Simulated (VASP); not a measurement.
Input of a VASP 6.6.1 run:

The input INCAR:

```
  PREC = Accurate
  ENCUT = 540
  EDIFF = 1E-6
  ISMEAR = -5
  SIGMA = 0.1
  LREAL = F
  LASPH = T
  NELM = 120
  ALGO = Normal
  ISIF = 2
  LWAVE = F
  LCHARG = F
  GGA = PE
  NBANDS = 93
  GGA_COMPAT = F
```

Contents of KPOINTS:

```
Automatic mesh
0
Gamma
  3 3 3
```

POSCAR

```
SrSbAu3
1.0
    6.4302450000      0.0000000000      0.0000000000
    0.0000000000      6.4302450000      0.0000000000
    0.0000000000      0.0000000000      5.6702220000
Au Sb Sr
6 2 2
Direct
    0.0000000000      0.5000000000      0.5000000000
    0.0000000000      0.0000000000      0.5000000000
    0.5000000000      0.0000000000      0.5000000000
    0.5000000000      0.5000000000      0.5000000000
    0.2500000000      0.2500000000      0.8197500000
    0.7500000000      0.7500000000      0.1802500000
    0.2500000000      0.2500000000      0.2656000000
    0.7500000000      0.7500000000      0.7344000000
    0.2500000000      0.7500000000      0.0000000000
    0.7500000000      0.2500000000      0.0000000000
```

Potentials or basis: VASP PAW PBE potentials, release 64 (Au_sv_GW, Sb_d_GW, Sr_sv).

Launch:

```bash
$ cat potpaw_PBE.64/Au_sv_GW/POTCAR potpaw_PBE.64/Sb_d_GW/POTCAR potpaw_PBE.64/Sr_sv/POTCAR > POTCAR
$ mpirun -np 1 vasp_std > vasp.out
```

Task: What does it give for the band gap on the k mesh?

Result: Zero (bands 82 and 83 overlap by 0.26 eV).

Task: Estimate the largest force.

Result: 0.982 eV/Å.

Task: What does it give for the pressure?

Result: 6.0 GPa.

Forces on the atoms (eV/Å):
```
Au   0.000  0.000  0.000
Au   0.000  0.000  0.000
Au   0.000  0.000  0.000
Au   0.000  0.000  0.000
Au   0.000  0.000 -0.982
Au   0.000  0.000  0.982
Sb   0.000  0.000 -0.526
Sb   0.000  0.000  0.526
Sr   0.000  0.000  0.000
Sr   0.000  0.000  0.000
```

Caveat: the k points lie up to 0.37 Å⁻¹ apart; spin-orbit coupling is left out, which moves the levels of the heavy elements; tetrahedron occupations give inexact forces and stress in metals.
